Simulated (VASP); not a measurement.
Write the native input for VASP 6.6.1 that does the following.

- Task: relaxation of cell and atoms
- Functional: PBEsol
- Potentials or basis: VASP PAW PBE potentials, release 64 (B, N)
- Cutoff: 600 eV
- k mesh: 10 × 10 × 4
- Occupations: gaussian, width 0.01 eV
- Spin: no spin polarisation
- Target pressure: 10 GPa
- Dipole correction: no
- Further INCAR settings: ALGO = Normal; EDIFF = 1e-06; IBRION = 2; EDIFFG = -0.002; NSW = 100; ISIF = 3

The structure of BN lies in POSCAR:

```
BN
1.0
    2.5043523884      0.0000000000      0.0000000000
   -1.2521761942      2.1688327884      0.0000000000
    0.0000000000      0.0000000000      7.0159738244
B N
2 2
Direct
    0.3333333333      0.6666666667      0.2500000000
    0.6666666667      0.3333333333      0.7500000000
    0.3333333333      0.6666666667      0.7500000000
    0.6666666667      0.3333333333      0.2500000000
```

These files were run (other wordings do the same):

INCAR

```
SYSTEM = BN
PREC     = Accurate       ! precision mode
ENCUT    = 600            ! plane-wave cutoff, eV
EDIFF    = 1E-6           ! SCF threshold, eV
ISMEAR   = 0              ! smearing method
SIGMA    = 0.01           ! smearing width, eV
LREAL    = .False.        ! projectors in reciprocal space
LASPH    = .True.         ! aspherical terms in the spheres
NELM     = 80             ! most SCF steps
ALGO     = Normal         ! electronic algorithm
ISIF     = 3              ! what is computed and relaxed
LWAVE    = .False.        ! write WAVECAR
LCHARG   = .False.        ! write CHGCAR
GGA      = PS             ! functional
IBRION   = 2              ! ionic algorithm
NSW      = 100            ! ionic steps
EDIFFG   = -0.002         ! ionic threshold
PSTRESS  = 100.0
```

KPOINTS

```
Automatic mesh
0
Gamma
  10 10 4
  0 0 0
```

Potentials or basis: VASP PAW PBE potentials, release 64 (B, N).

The run is started by

```bash
$ cat potpaw_PBE.64/B/POTCAR potpaw_PBE.64/N/POTCAR > POTCAR
$ mpirun -np 1 vasp_std > vasp.out
```

It gave:

- Relaxed volume: 7.61 Å³/atom
- Relaxed cell: a = 2.488 Å, b = 2.488 Å, c = 5.675 Å, α = 90.00°, β = 90.00°, γ = 120.00°
- Space group after relaxing (to 0.05 Å): P6_3/mmc (No. 194)
- Energy change on relaxing (the enthalpy is what falls): +36.7 meV/atom
- Ionic steps: 13
- Pressure after relaxing: 10.0 GPa
- Band gap on the k mesh: 3.98 eV, indirect (least direct gap 4.23 eV)

Caveat: the cell is relaxed towards a set pressure, so the enthalpy falls and the energy may rise; the volume moved by over 15 % at a fixed basis, so the end points are rough; the PAW data sets were made with another functional, which shifts forces and pressure a little; this functional lacks dispersion, which binds the layers, so the pressure and a relaxed spacing across them are unreliable.

It took 110 s on 1 thread of Intel Xeon 6975P-C, with other jobs on the host, peak memory 0.17 GiB.
